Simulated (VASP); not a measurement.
Wanted: the native input for a VASP 6.6.1 run.

```yaml
Task: single point
Functional: PBE
Potentials_or_basis: VASP PAW PBE potentials, release 64 (Be)
Cutoff: 520 eV
k_mesh: 28 × 28 × 28
Occupations: fermi-dirac, width 0.1 eV
Spin: no spin polarisation
Dipole_correction: no
Further_INCAR_settings: ALGO = Normal; EDIFF = 1e-07; NBANDS = 7
```

The structure of Be lies in POSCAR:

```
Be
1.0
    0.0000000000      1.5791920170      1.5791920170
    1.5791920170      0.0000000000      1.5791920170
    1.5791920170      1.5791920170      0.0000000000
Be
1
Direct
    0.0000000000      0.0000000000      0.0000000000
```

The input as run:

INCAR

```
ALGO = Normal ; EDIFF = 1E-7
ENCUT = 520 ; GGA = PE
ISIF = 2 ; ISMEAR = -1
LASPH = T ; LCHARG = T
LELF = T ; LREAL = F
LVHAR = T ; LWAVE = F
NBANDS = 7 ; NELM = 60
PREC = Accurate ; SIGMA = 0.1
```

KPOINTS

```
k-points
0
Gamma
  28 28 28
```

Potentials or basis: VASP PAW PBE potentials, release 64 (Be).

Command:

```bash
$ cat potpaw_PBE.64/Be/POTCAR > POTCAR
$ mpirun -np 1 vasp_std > vasp.out
```

Results of the run:

The pressure is 0.2 GPa. The band gap on the k mesh is zero (band 1 reaches 8.51 eV, above the bottom of band 2 at 7.26 eV).

Run time: 18 s on 1 thread of Intel(R) Xeon(R) Platinum 8488C (Sapphire Rapids) (shared host), peak memory 0.13 GiB.
